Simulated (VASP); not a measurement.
MgB5, 6 atoms in the cell. The structure is hexagonal, space group P6/mmm (No. 191). The conventional cell has a = 4.284 Å, b = 4.284 Å, c = 3.483 Å, α = 90.00°, β = 90.00°, γ = 120.00°. Within 3.3 Å of Mg (site symmetry 6/mmm) lie 18 B at 2.47 to 2.76 Å. B (site symmetry mmm) has 8 B at 2.14 Å and 4 Mg at 2.76 Å within 2.8 Å. Within 2.8 Å of B (site symmetry -6m2) lie 9 B at 2.14 to 2.47 Å and 3 Mg at 2.47 Å. The cell was generated, and may not be a known phase.

```yaml
Program: VASP 6.6.1
Task: single point
Functional: PBE
Potentials_or_basis: VASP PAW PBE potentials, release 64 (Mg, B)
Cutoff: 520 eV
k_mesh: 6 × 6 × 6
Occupations: gaussian, width 0.1 eV
Spin: no spin polarisation
Dipole_correction: no
Further_INCAR_settings: ALGO = Normal; EDIFF = 1e-06; NBANDS = 18
```

Potentials or basis: VASP PAW PBE potentials, release 64 (Mg, B).

Command:

```sh
$ cat potpaw_PBE.64/Mg/POTCAR potpaw_PBE.64/B/POTCAR > POTCAR
$ mpirun -np 1 vasp_std > vasp.out
```

Hardware: 1 thread of Intel(R) Xeon(R) Platinum 8375C CPU @ 2.90GHz (Ice Lake), on a shared host.

**Question.** How long does it take, and how much memory?

**Answer.** Run time: 21 s on 1 thread of Intel(R) Xeon(R) Platinum 8375C CPU @ 2.90GHz (Ice Lake) (shared host), peak memory 0.18 GiB. Counts: scf iterations 12, k points 28.
